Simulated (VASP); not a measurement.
Crystal: ZnO.

```xyz
4
Lattice="3.2353 0.0000 0.0000 -1.6177 2.8019 0.0000 0.0000 0.0000 5.2110" Properties=species:S:1:pos:R:3 pbc="T T T"
Zn    0.0000    1.8679   -0.0122
Zn    1.6177    0.9340    2.5932
O     0.0000    1.8679    1.9663
O     1.6177    0.9340    4.5718
```

Base run:

- Program: VASP 6.6.1
- Functional: r2SCAN
- Potentials or basis: VASP PAW PBE potentials, release 64 (Zn, O)
- Cutoff: 520 eV
- k mesh: 12 × 12 × 6
- Occupations: gaussian, width 0.01 eV
- Spin: no spin polarisation

Its results: band gap on the k mesh 1.23 eV; pressure 1.0 GPa; largest force 0.003 eV/Å.

Problem. The run is repeated on the same cell with these changes: functional from r2SCAN to PBE; occupations from gaussian, width 0.01 eV to fermi-dirac, width 0.02 eV. What comes out?

Solution. Band gap on the k mesh 0.79 eV; pressure 7.2 GPa; largest force 0.003 eV/Å.

Caveats: the PAW data sets were made with another functional, which shifts forces and pressure a little (at least some runs); the cell stands under pressure (at least some runs); semilocal functionals underestimate gaps, and a narrow one can read as zero (at least some runs).

